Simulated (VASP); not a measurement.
# Hf5H2 (P-3m1) in VASP: relaxation of cell and atoms with PBE

Aim: the relaxation of cell and atoms of Hf5H2 with PBE.

Everything below comes from runs of VASP 6.6.1. Logs are shortened: lines on timing, memory, paths and dates and some standing lists are left out, and cuts for length are marked.

### Step 1. The cell of the first run

The structure is trigonal, space group P-3m1 (No. 164). The conventional cell has a = 3.199 Å, b = 3.199 Å, c = 13.326 Å, α = 90.00°, β = 90.00°, γ = 120.00°. Hf (site symmetry 3m) has 4 H at 2.05 to 2.10 Å within 2.7 Å. Within 4.2 Å of Hf (site symmetry -3m) lie 12 Hf at 3.17 to 3.20 Å. Within 4.2 Å of Hf (site symmetry 3m) lie 12 Hf at 3.17 to 3.20 Å and 1 H at 3.48 Å. Within 2.7 Å of H (site symmetry 3m) lie 4 Hf at 2.05 to 2.10 Å and 3 H at 2.21 Å.

### Step 2. Relaxation of cell and atoms, PBE

Input file INCAR:

```
ALGO = Normal
EDIFF = 1E-6
EDIFFG = -0.01
ENCUT = 600
GGA = PE
IBRION = 2
ISIF = 3
ISMEAR = 0
LASPH = True
LCHARG = False
LREAL = False
LWAVE = False
NELM = 100
NSW = 100
PREC = Accurate
SIGMA = 0.1
```

Input file KPOINTS:

```
k-points
0
Gamma
  12 12 4
```

Input file POSCAR:

```
Hf5H2
1.0
    3.1985821224      0.0000000000      0.0000000000
   -1.5992910612      2.7700533741      0.0000000000
    0.0000000000      0.0000000000     13.3264783183
Hf H
5 2
Direct
    0.6666666667      0.3333333333      0.3874207677
    0.3333333333      0.6666666667      0.6125792323
    0.0000000000      0.0000000000      0.0000000000
    0.6666666667      0.3333333333      0.8065955583
    0.3333333333      0.6666666667      0.1934044417
    0.6666666667      0.3333333333      0.5452995650
    0.3333333333      0.6666666667      0.4547004350
```

Potentials or basis: VASP PAW PBE potentials, release 64 (Hf_pv, H).

On the command line:

```console
$ cat potpaw_PBE.64/Hf_pv/POTCAR potpaw_PBE.64/H/POTCAR > POTCAR
$ mpirun -np 1 vasp_std > vasp.out
```

OUTCAR:

```text
EDIFF = 1E-6
   EDIFFG = -0.01
   ENCUT = 600
   GGA = PE
   IBRION = 2
   ISIF = 3
   ISMEAR = 0
   LASPH = True
   LREAL = False
   NELM = 100
   NSW = 100
   PREC = Accurate

 ion  position               nearest neighbor table
   1  0.667  0.333  0.387-   7 2.05   7 2.05   7 2.05   6 2.10   5 3.18   5 3.18   5 3.18   2 3.52
                             2 3.52   2 3.52
   2  0.333  0.667  0.613-   6 2.05   6 2.05   6 2.05   7 2.10   4 3.18   4 3.18   4 3.18   1 3.52
                             1 3.52   1 3.52
   3  0.000  0.000  0.000-   4 3.17   5 3.17   4 3.17   5 3.17   4 3.17   5 3.17
   4  0.667  0.333  0.807-   3 3.17   3 3.17   3 3.17   2 3.18   2 3.18   2 3.18
   5  0.333  0.667  0.193-   3 3.17   3 3.17   3 3.17   1 3.18   1 3.18   1 3.18
   6  0.667  0.333  0.545-   2 2.05   2 2.05   2 2.05   1 2.10
   7  0.333  0.667  0.455-   1 2.05   1 2.05   1 2.05   2 2.10

  LATTYP: Found a hexagonal cell.
 ALAT       =     3.1985821224
 C/A-ratio  =     4.1663705380

  Lattice vectors:

 A1 = (   3.1985821224,   0.0000000000,   0.0000000000)
 A2 = (  -1.5992910612,   2.7700533741,   0.0000000000)
 A3 = (   0.0000000000,   0.0000000000,  13.3264783183)

Analysis of symmetry for initial positions (statically):
=====================================================================
 Subroutine PRICEL returns:
 Original cell was already a primitive cell.

 Routine SETGRP: Setting up the symmetry group for a
 hexagonal supercell.

 Subroutine GETGRP returns: Found 12 space group operations
 (whereof 12 operations were pure point group operations)
 out of a pool of 24 trial point group operations.

The static configuration has the point symmetry D_3d.

Analysis of symmetry for dynamics (positions and initial velocities):
=====================================================================
 Subroutine PRICEL returns:
 Original cell was already a primitive cell.

 Routine SETGRP: Setting up the symmetry group for a
 hexagonal supercell.

 Subroutine GETGRP returns: Found 12 space group operations
 (whereof 12 operations were pure point group operations)
 out of a pool of 24 trial point group operations.

The dynamic configuration has the point symmetry D_3d.

 Subroutine INISYM returns: Found 12 space group operations
 (whereof 12 operations are pure point group operations),
 and found     1 'primitive' translations

----------------------------------------------------------------------------------------

                                     Primitive cell

  volume of cell :     118.0758

  direct lattice vectors                    reciprocal lattice vectors
     3.198582122  0.000000000  0.000000000     0.312638526  0.180501937  0.000000000
    -1.599291061  2.770053374  0.000000000     0.000000000  0.361003874  0.000000000
     0.000000000  0.000000000 13.326478318     0.000000000  0.000000000  0.075038579

  length of vectors
     3.198582122  3.198582122 13.326478318     0.361003874  0.361003874  0.075038579

  position of ions in fractional coordinates (direct lattice)
     0.666666667  0.333333333  0.387420768
     0.333333333  0.666666667  0.612579232
     0.000000000  0.000000000  0.000000000
     0.666666667  0.333333333  0.806595558
     0.333333333  0.666666667  0.193404442
     0.666666667  0.333333333  0.545299565
     0.333333333  0.666666667  0.454700435

  ion indices of the primitive-cell ions
   primitive index   ion index
                 1           1
                 2           2
                 3           3
                 4           4
                 5           5
                 6           6
                 7           7

----------------------------------------------------------------------------------------

 KPOINTS: k-points

Automatic generation of k-mesh.
 Grid dimensions read from file:
 generate k-points for:   12   12    4

 Generating k-lattice:

  Cartesian coordinates                     Fractional coordinates (reciprocal lattice)
     0.026053210  0.015041828  0.000000000     0.083333333  0.000000000  0.000000000
     0.000000000  0.030083656  0.000000000     0.000000000  0.083333333  0.000000000
     0.000000000  0.000000000  0.018759645     0.000000000  0.000000000  0.250000000

  Length of vectors
     0.030083656  0.030083656  0.018759645

  Shift w.r.t. Gamma in fractional coordinates (k-lattice)
     0.000000000  0.000000000  0.000000000

 Subroutine IBZKPT returns following result:
 ===========================================

 Found     69 irreducible k-points:

 Following reciprocal coordinates:
            Coordinates               Weight
  0.000000  0.000000  0.000000      1.000000
  0.083333 -0.000000  0.000000      6.000000
  0.166667 -0.000000  0.000000      6.000000
  0.250000 -0.000000  0.000000      6.000000
  0.333333 -0.000000  0.000000      6.000000
  0.416667 -0.000000  0.000000      6.000000
[... 16 lines left out ...]
  0.166667 -0.000000  0.250000      6.000000
  0.000000  0.166667  0.250000      6.000000
 [... further k-points ...]
   k-points           NKPTS =     69   k-points in BZ     NKDIM =     69   number of bands    NBANDS=     31
   number of dos      NEDOS =    301   number of ions     NIONS =      7
   total plane-waves  NPLWV =  84672
   dimension x,y,z NGX =    28 NGY =   28 NGZ =  108
   dimension x,y,z NGXF=    56 NGYF=   56 NGZF=  216
   ions per type =               5   2
   NGX,Y,Z   is equivalent  to a cutoff of  14.55, 14.55, 13.47 a.u.
   NGXF,Y,Z  is equivalent  to a cutoff of  29.11, 29.11, 26.95 a.u.
 SYSTEM =  unknown system
   PREC   = accura    normal or accurate (medium, high low for compatibility)
   ISTART =      0    job   : 0-new  1-cont  2-samecut
   ICHARG =      2    charge: 1-file 2-atom 10-const
   ISPIN  =      1    spin polarized calculation?
   LNONCOLLINEAR =      F non collinear calculations
   LSORBIT =      F    spin-orbit coupling
   LASPH  =      T    aspherical Exc in radial PAW
   ENCUT  =  600.0 eV  44.10 Ry    6.64 a.u.   6.39  6.39 26.62*2*pi/ulx,y,z
   NELM   =    100;   NELMIN=  2; NELMDL= -5     # of ELM steps
   EDIFF  = 0.1E-05   stopping-criterion for ELM
   LREAL  =      F    real-space projection
   EDIFFG = -.1E-01   stopping-criterion for IOM
   NSW    =    100    number of steps for IOM
   IBRION =      2    ionic relax: 0-MD 1-quasi-New 2-CG
   NFREE  =      1    steps in history (QN), initial steepest desc. (CG)
   ISIF   =      3    stress and relaxation
   ISYM   =      2    0-nonsym 1-usesym 2-fastsym
   POTIM  = 0.5000    time-step for ionic-motion
   TEBEG  =    0.0;   TEEND  =   0.0 temperature during run
   PSTRESS=    0.0 pullay stress
   NELECT =      52.0000    total number of electrons
   NUPDOWN=      -1.0000    fix difference up-down
   EMIN   =  10.00;   EMAX   =-10.00  energy-range for DOS
   EFERMI =   0.00;   METHOD = LEGACY
   ISMEAR =     0;   SIGMA  =   0.10  broadening in eV -4-tet -1-fermi 0-gaus
   EFERMI_NEDOS =   21; number of points for ismear=-14 and -15
   IALGO  =     38    algorithm
   IMIX   =      4    mixing-type and parameters
     AMIX     =   0.40;   BMIX     =  1.00
     AMIX_MAG =   1.60;   BMIX_MAG =  1.00
  volume/ion in A,a.u.               =      16.87       113.83
  Fermi-wavevector in a.u.,A,eV,Ry     =   1.245534  2.353718 21.107467  1.551355
  Thomas-Fermi vector in A             =   2.379752
   LORBIT       =      0    0 simple, 1 ext, 2 COOP (PROOUT), +10 PAW based schemes
   GGA     = PE    functional components
   LHFCALC =     F    Hartree Fock is set to
   AEXX    =    0.0000 exact exchange contribution
   IVDW    =     0    specifies the selected vdW correction
   LEPSILON=     F    determine dielectric tensor
   LRPA    =     F    only Hartree local field effects (RPA)
 conjugate gradient relaxation of ions
 non-spin polarized calculation
 Gauss-broadening in eV      SIGMA  =   0.10
  energy-cutoff  :      600.00
  volume of cell :      118.08
 maximum number of plane-waves:      3977
 NGX is ok and might be reduce to    28
   NGX = 13   NGY = 13   NGZ = 53

--------------------------------------- Ionic step        1  -------------------------------------------

 number of electron      52.0000002 magnetization

 Free energy of the ion-electron system (eV)
  ---------------------------------------------------
  ext. energy  EPLUGINS =         0.00000000
  ---------------------------------------------------
  free energy    TOTEN  =       -57.44247838 eV

  energy without entropy =      -57.40988209  energy(sigma->0) =      -57.42618024

------------------------ aborting loop because EDIFF is reached ----------------------------------------

  FORCE on cell =-STRESS in cart. coord.  units (eV):
  Direction    XX          YY          ZZ          XY          YZ          ZX
  --------------------------------------------------------------------------------------
  -------------------------------------------------------------------------------------
  Total       -0.1649777     -0.1649777     -1.1297208      0.0000000      0.0000000      0.0000000
  in kB       -2.2385918     -2.2385918    -15.3292414      0.0000000      0.0000000      0.0000000
  external PRESSURE =      -6.6021416 kB  Pullay stress =       0.0000000 kB
[... 104 lines left out ...]
  FREE ENERGIE OF THE ION-ELECTRON SYSTEM (eV)
  ---------------------------------------------------
  free  energy   TOTEN  =       -57.4463849129 eV

  energy  without entropy=      -57.4147183599  energy(sigma->0) =      -57.43055164

[... ionic steps 4 to 10 ...]

--------------------------------------- Ionic step       11  -------------------------------------------

 number of electron      52.0000002 magnetization

------------------------ aborting loop because EDIFF is reached ----------------------------------------

  FORCE on cell =-STRESS in cart. coord.  units (eV):
  Direction    XX          YY          ZZ          XY          YZ          ZX
  --------------------------------------------------------------------------------------
  -------------------------------------------------------------------------------------
  Total       -0.0349052     -0.0349052     -0.0858636      0.0000000      0.0000000     -0.0000000
  in kB       -0.4763290     -0.4763290     -1.1717276      0.0000000      0.0000000     -0.0000000
  external PRESSURE =      -0.7081285 kB  Pullay stress =       0.0000000 kB
[... 67 lines left out ...]
  energy  without entropy=      -57.4156754950  energy(sigma->0) =      -57.43133421

--------------------------------------- Ionic step       13  -------------------------------------------

 number of electron      52.0000002 magnetization

 Free energy of the ion-electron system (eV)
  ---------------------------------------------------
  ext. energy  EPLUGINS =         0.00000000
  ---------------------------------------------------
  free energy    TOTEN  =       -57.44700785 eV

  energy without entropy =      -57.41570986  energy(sigma->0) =      -57.43135885

 E-fermi :   4.6988     XC(G=0): -11.2554

 val. band max:        4.6977983584   @ k =   0.1667  -0.0000   0.0000
 cond. band min:       4.6990037858   @ k =   0.2500  -0.0000   0.0000
 fundamental gap:      0.0012054274
 Fermi energy:         4.6988266232

 k-point     1 :       0.0000    0.0000    0.0000
  band No.  band energies     occupation
      1     -26.2382      2.00000
      2     -26.1589      2.00000
      3     -25.8889      2.00000
      4     -25.7116      2.00000
      5     -25.7116      2.00000
      6     -25.6950      2.00000
[... 805 lines left out ...]
     30       6.3363      0.00000
     31       6.3590      0.00000

 [... further k-points ...]
[... 5 lines left out ...]
  --------------------------------------------------------------------------------------
  -------------------------------------------------------------------------------------
  Total       -0.0042627     -0.0042627     -0.0181016      0.0000000      0.0000000     -0.0000000
  in kB       -0.0581938     -0.0581938     -0.2471231      0.0000000      0.0000000     -0.0000000
  external PRESSURE =      -0.1211703 kB  Pullay stress =       0.0000000 kB
[... 22 lines left out ...]
  FREE ENERGIE OF THE ION-ELECTRON SYSTEM (eV)
  ---------------------------------------------------
  free  energy   TOTEN  =       -57.4470078464 eV

  energy  without entropy=      -57.4157098630  energy(sigma->0) =      -57.43135885

 reached required accuracy - stopping structural energy minimisation
```

Wall time 53 min (1 thread of AMD EPYC 7R43 (Zen 3), shared host); peak memory 0.4 GiB.

What came out:

| Property | Result |
| --- | --- |
| Free energy | -57.4470 eV |
| Relaxed volume | 16.77 Å³/atom |
| Relaxed cell | a = 3.200 Å, b = 3.200 Å, c = 13.231 Å, α = 90.00°, β = 90.00°, γ = 120.00° |
| Space group after relaxing (to 0.1 Å) | P-3m1 (No. 164) |
| Energy gained by relaxing | 0.6 meV/atom |
| Ionic steps | 13 |
| Pressure after relaxing | 0.0 GPa |
| Largest force after relaxing | 0.009 eV/Å |
| Band gap on the k mesh | zero (bands 26 and 27 overlap by 1.80 eV) |

Forces in eV/Å, atoms in the order of the input:
```
Hf   0.000  0.000 -0.002
Hf   0.000  0.000  0.002
Hf   0.000  0.000  0.000
Hf   0.000  0.000  0.000
Hf   0.000  0.000  0.000
H    0.000  0.000 -0.009
H    0.000  0.000  0.009
```

Step by step:
```
step  energy change (eV)  largest force (eV/Å)  pressure (GPa)  volume (Å³)
   1              0.0000                0.0620           -0.66       118.08
   2             -0.0037                0.0334            0.46       116.89
   3             -0.0039                0.0393            0.24       117.12
   4             -0.0045                0.0139           -0.01       117.37
   5             -0.0045                0.0153            0.00       117.35
   6             -0.0045                0.0158            0.00       117.35
   7             -0.0045                0.0176            0.01       117.33
   8             -0.0045                0.0166            0.02       117.34
   9             -0.0045                0.0137            0.01       117.37
  10             -0.0045                0.0068           -0.08       117.43
  11             -0.0045                0.0098           -0.07       117.41
  12             -0.0045                0.0122           -0.04       117.38
  13             -0.0045                0.0093           -0.01       117.36
```

Final structure:
```
Hf H
1.0
     3.20032    0.00000    0.00000
    -1.60016    2.77156    0.00000
     0.00000    0.00000   13.23115
Hf H
5 2
Direct
  0.66667 0.33333 0.38733
  0.33333 0.66667 0.61267
  0.00000 0.00000 0.00000
  0.66667 0.33333 0.80658
  0.33333 0.66667 0.19342
  0.66667 0.33333 0.54485
  0.33333 0.66667 0.45515
```

Caveat: spin-orbit coupling is left out, which moves the levels of the heavy elements.
